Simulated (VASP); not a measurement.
Runs of VASP 6.6.1 on InSb. The structure is that of space group Fm-3m (No. 225), or close to it. The cells are those of the table. 

| task | level | cell | smearing | gap on the mesh (eV) | pressure (GPa) | relaxed volume (Å³/atom) |
| --- | --- | --- | --- | --- | --- | --- |
| relaxation of cell and atoms | PBEsol | relaxed from a = 4.418 Å, angles 60.0°, 2 atoms | methfessel-paxton 0.025 eV | none | 0.0 | (a) |
| relaxation of cell and atoms | PBEsol | relaxed from a = 4.418 Å, angles 60.0°, 2 atoms | fermi-dirac 0.1 eV | none | 0.0 | 27.64 |
| single point | PBEsol | a = 4.276 Å, angles 60.0°, 2 atoms | fermi-dirac 0.1 eV | none | 0.0 | - |
| single point | revPBE | a = 4.391 Å, angles 60.0°, 2 atoms | fermi-dirac 0.1 eV | none | 0.0 | - |
| relaxation of cell and atoms | revPBE | relaxed from a = 4.418 Å, angles 60.0°, 2 atoms | fermi-dirac 0.1 eV | none | 0.0 | 29.90 |

Alike in all rows: potentials or basis VASP PAW PBE potentials, release 64 (In_d, Sb); no spin polarisation; k mesh 5 × 5 × 5; cutoff (eV) 500.

Problem. Fill in the values left out.

Solution. (a) 27.59.

Caveats: the PAW data sets were made with another functional, which shifts forces and pressure a little; spin-orbit coupling is left out, which moves the levels of the heavy elements.

A k mesh can miss the band edges, and the runs leave out spin-orbit coupling on In, Sb.

A gap of «none» marks levels without a gap at the run's occupations.
